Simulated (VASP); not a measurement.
IrPt2: single point with PBE

IrPt2:

```
CELL_PARAMETERS angstrom
2.79533 0.00000 0.00000
0.00000 4.84165 0.00000
0.00000 0.00000 6.76420
ATOMIC_POSITIONS crystal
Ir 0.00000 0.00000 0.00000
Ir 0.50000 0.50000 0.00000
Pt 0.00000 0.33333 0.32843
Pt 0.50000 0.83333 0.32843
Pt 0.50000 0.16667 0.67157
Pt 0.00000 0.66667 0.67157
```

| Item | Value |
| --- | --- |
| Program | VASP 6.6.1 |
| Task | single point |
| Functional | PBE |
| Potentials or basis | VASP PAW PBE potentials, release 64 (Ir, Pt) |
| Cutoff | 520 eV |
| k mesh | 8 × 4 × 4 |
| Occupations | gaussian, width 0.2 eV |
| Spin | no spin polarisation |
| Dipole correction | no |
| Further INCAR settings | ALGO = Fast; EDIFF = 1e-07; NBANDS = 38 |

```json
{"Pressure": "-0.3 GPa", "Largest force": "0.075 eV/Å", "Band gap on the k mesh": "zero (band 29 reaches 11.49 eV, above the bottom of band 30 at 9.58 eV)"}
```

Forces on the atoms (eV/Å):
```
Ir   0.000  0.000  0.000
Ir   0.000  0.000  0.000
Pt   0.000  0.017  0.073
Pt   0.000  0.017  0.073
Pt   0.000 -0.017 -0.073
Pt   0.000 -0.017 -0.073
```

Stress tensor (GPa, compression positive):
```
-0.65  0.00  0.00
 0.00 -1.18 -0.01
 0.00 -0.01  0.85
```

Levels at points of the mesh, in eV from the Fermi level:
```csv
k point,band 26,band 27,band 28,band 29,band 30,band 31,band 32,band 33
"(0.00, 0.00, 0.00)",-1.09,-0.26,-0.25,-0.07,-0.03,0.47,0.63,1.03
"(0.50, 0.00, 0.00)",-1.31,-0.06,-0.06,0.36,0.36,2.00,2.00,4.61
"(0.00, 0.50, 0.00)",-1.72,-1.65,-1.65,-0.88,-0.88,0.32,0.32,0.84
"(0.50, 0.50, 0.00)",0.47,0.63,0.63,1.03,1.03,1.72,1.72,2.32
"(0.00, 0.00, 0.50)",-0.64,-0.54,-0.41,-0.06,0.06,0.22,0.34,0.34
"(0.50, 0.00, 0.50)",-0.15,0.04,0.04,0.66,0.66,1.93,1.93,2.43
"(0.00, 0.50, 0.50)",-1.95,-1.64,-1.64,-0.64,-0.64,-0.42,-0.42,0.09
"(0.50, 0.50, 0.50)",-0.05,0.06,0.06,0.22,0.22,0.97,0.97,2.91
```

Wall time 78 s on 1 thread of Intel(R) Xeon(R) 6975P-C (Granite Rapids) (shared host), peak memory 0.29 GiB.

Caveat: spin-orbit coupling is left out, which moves the levels of the heavy elements.
